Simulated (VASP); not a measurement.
Set up this calculation in VASP 6.6.1, as the native input.

- Task: single point
- Functional: LDA
- Potentials or basis: VASP PAW LDA potentials, release 64 (Sb)
- Cutoff: 520 eV
- k mesh: 9 × 9 × 9
- Occupations: fermi-dirac, width 0.1 eV
- Spin: no spin polarisation
- Dipole correction: no
- Further INCAR settings: ALGO = Normal; EDIFF = 1e-06; NBANDS = 12

The structure of Sb lies in POSCAR:

```
Sb
1.0
    2.1542000000      1.2437279500      3.7580000000
   -2.1542000000      1.2437279500      3.7580000000
    0.0000000000     -2.4874559000      3.7580000000
Sb
2
Direct
    0.2334900000      0.2334900000      0.2334900000
    0.7665100000      0.7665100000      0.7665100000
```

The input as run:

INCAR

```
SYSTEM = Sb
ALGO = Normal ; EDIFF = 1E-6
ENCUT = 520 ; GGA = CA
ISIF = 2 ; ISMEAR = -1
LASPH = .True. ; LCHARG = .False.
LREAL = .False. ; LWAVE = .False.
NBANDS = 12 ; NELM = 80
PREC = Accurate ; SIGMA = 0.1
```

KPOINTS

```
k-points
0
Gamma
  9 9 9
  0 0 0
```

Potentials or basis: VASP PAW LDA potentials, release 64 (Sb).

The run is started by

```console
$ cat potpaw_LDA.64/Sb/POTCAR > POTCAR
$ mpirun -np 1 vasp_std > vasp.out
```

Results of the run:

```yaml
Pressure: -0.9 GPa
Largest_force: 0.114 eV/Å
Band_gap_on_the_k_mesh: 0.10 eV, indirect (least direct gap 0.49 eV)
```

Caveat: spin-orbit coupling is left out, which moves the levels of the heavy elements.

Wall time 75 s on 1 thread of Intel Xeon 8259CL, with other jobs on the host, peak memory 0.19 GiB.
